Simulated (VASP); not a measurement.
Set up this calculation in VASP 6.6.1, as the native input.

| Item | Value |
| --- | --- |
| Task | single point |
| Functional | PBEsol |
| Potentials or basis | VASP PAW PBE potentials, release 64 (Ge_d) |
| Cutoff | 520 eV |
| k mesh | 20 × 20 × 20 |
| Occupations | gaussian, width 0.15 eV |
| Spin | no spin polarisation |
| Dipole correction | no |
| Further INCAR settings | ALGO = Normal; EDIFF = 1e-06; NBANDS = 21 |

The structure of Ge lies in POSCAR:

```
Ge
1.0
   -2.5358723732      2.5358723732      1.3764514536
    2.5358723732     -2.5358723732      1.3764514536
    2.5358723732      2.5358723732     -1.3764514536
Ge
2
Direct
    0.2500000000      0.7500000000      0.5000000000
    0.5000000000      0.5000000000      0.0000000000
```

This cell differs from its parent crystal: strain -0.015 along x and y, -0.015 along z.

The input as run:

INCAR

```
SYSTEM = Ge
ALGO = Normal
EDIFF = 1E-6
ENCUT = 520
GGA = PS
ISIF = 2
ISMEAR = 0
LASPH = .True.
LCHARG = .False.
LREAL = .False.
LWAVE = .False.
NBANDS = 21
NELM = 100
PREC = Accurate
SIGMA = 0.15
```

KPOINTS

```
k-points
0
Gamma
  20 20 20
  0 0 0
```

Potentials or basis: VASP PAW PBE potentials, release 64 (Ge_d).

The run is started by

```sh
$ cat potpaw_PBE.64/Ge_d/POTCAR > POTCAR
$ mpirun -np 1 vasp_std > vasp.out
```

It gave:

```
Pressure               : 3.0 GPa
Band gap on the k mesh : zero (bands 14 and 15 overlap by 5.49 eV)
```

Caveat: the cell differs from its parent crystal (strain -0.015 along x and y, -0.015 along z); the cell stands under pressure; the PAW data sets were made with another functional, which shifts forces and pressure a little.

Run time: 3.6 min on 1 thread of Intel(R) Xeon(R) 6975P-C (Granite Rapids), with other jobs on the host, peak memory 0.46 GiB.
